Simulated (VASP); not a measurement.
Input of a VASP 6.6.1 run:

Contents of INCAR:

```
SYSTEM = BN
ALGO = Normal
EDIFF = 1E-6
ENCUT = 520
GGA = PE
ISIF = 2
ISMEAR = -1
LASPH = .TRUE.
LCHARG = .FALSE.
LREAL = .FALSE.
LWAVE = .FALSE.
NBANDS = 11
NELM = 100
PREC = Accurate
SIGMA = 0.02
```

KPOINTS

```
k-points
0
G
  12 12 12
  0 0 0
```

The input POSCAR:

```
BN
1.0
    0.0000000000      1.8551800797      1.7830556929
    1.8551800797      0.0000000000      1.7830556929
    1.8551800797      1.8551800797      0.0000000000
B N
1 1
Direct
    0.0000000000      0.0000000000      0.0000000000
    0.2500000000      0.2500000000      0.2500000000
```

Potentials or basis: VASP PAW PBE potentials, release 64 (B, N).

Launch:

```bash
$ cat potpaw_PBE.64/B/POTCAR potpaw_PBE.64/N/POTCAR > POTCAR
$ mpirun -np 1 vasp_std > vasp.out
```

(1) Estimate the band gap on the k mesh.

(2) Estimate the pressure.

Results:

(1) 3.76 eV, indirect (least direct gap 8.23 eV).

(2) -10.6 GPa.

Caveat: the cell differs from its parent crystal (epitaxial xy strain +2.8%).
